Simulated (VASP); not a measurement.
Input of a VASP 6.6.1 run:

INCAR

```
SYSTEM = N
ALGO = Normal ; EDIFF = 1E-6
ENCUT = 520 ; ISIF = 2
ISMEAR = 0 ; ISPIN = 2
LASPH = .TRUE. ; LCHARG = .FALSE.
LORBIT = 11 ; LREAL = .FALSE.
LWAVE = .FALSE. ; MAGMOM = 3.18 3.18
NBANDS = 16 ; NELM = 150
PREC = Accurate ; SIGMA = 0.05
```

KPOINTS

```
k-points
0
G
  12 12 6
  0 0 0
```

POSCAR

```
N
1.0
    3.5745666249      0.0000000000      0.0000000000
   -1.7872833124      3.0956655047      0.0000000000
    0.0000000000      0.0000000000      5.8016500000
N
2
Direct
    0.3333333333      0.6666666667      0.2500000000
    0.6666666667      0.3333333333      0.7500000000
```

Potentials or basis: VASP PAW LDA potentials, release 64 (N).

Run with:

```bash
$ cat potpaw_LDA.64/N/POTCAR > POTCAR
$ mpirun -np 1 vasp_std > vasp.out
```

Task: What does it give for the net moment?

Result: 6.00 μB per cell.

Task: Predict the pressure.

Result: -0.4 GPa.

Task: Predict the site moments.

Result: N +1.93 μB.

Task: Estimate the band gap on the k mesh.

Result: 1.98 eV.

Caveat: the cell differs from its parent crystal (strain -0.015 along x and y, -0.015 along z); the atoms stand far beyond bonding distance. A k mesh can miss the band edges.
